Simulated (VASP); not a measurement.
TaN, 12 atoms in the cell. Symmetry: P3m1, No. 156, trigonal system. Conventional cell: a = 3.094 Å, b = 3.094 Å, c = 14.858 Å, α = 90.00°, β = 90.00°, γ = 120.00°. Ta (site symmetry 3m) has 6 N at 2.19 Å within 2.9 Å. Ta (site symmetry 3m) has 6 N at 2.19 Å and 3 Ta at 2.85 Å within 2.9 Å. Within 2.9 Å of Ta (site symmetry 3m) lie 6 N at 2.19 Å. Within 2.9 Å of Ta (site symmetry 3m) lie 6 N at 2.19 Å. Within 2.9 Å of Ta (site symmetry 3m) lie 6 N at 2.19 Å. Within 2.7 Å of Ta (site symmetry 3m) lie 6 N at 2.03 to 2.19 Å. N (site symmetry 3m) has 6 Ta at 2.19 Å within 2.9 Å. Within 2.9 Å of N (site symmetry 3m) lie 6 Ta at 2.19 Å.  This cell differs from its parent crystal: the distance across one plane changed.

| Item | Value |
| --- | --- |
| Program | VASP 6.6.1 |
| Task | single point |
| Functional | PBEsol |
| Potentials or basis | VASP PAW PBE potentials, release 64 (Ta_pv, N) |
| Cutoff | 520 eV |
| k mesh | 22 × 22 × 4 |
| Occupations | gaussian, width 0.15 eV |
| Spin | no spin polarisation |
| Dipole correction | no |
| Further INCAR settings | ALGO = Fast; EDIFF = 1e-06; NBANDS = 60 |

Potentials or basis: VASP PAW PBE potentials, release 64 (Ta_pv, N).

Command:

```console
$ cat potpaw_PBE.64/Ta_pv/POTCAR potpaw_PBE.64/N/POTCAR > POTCAR
$ mpirun -np 1 vasp_std > vasp.out
```

Hardware: 1 thread of Oxide Virtual Turin-like Processor, on a shared host.

Estimate the wall time of this run.

Wall time 37 min on 1 thread of Oxide Virtual Turin-like Processor, with other jobs on the host, peak memory 0.95 GiB. Counts: scf iterations 22, k points 196.
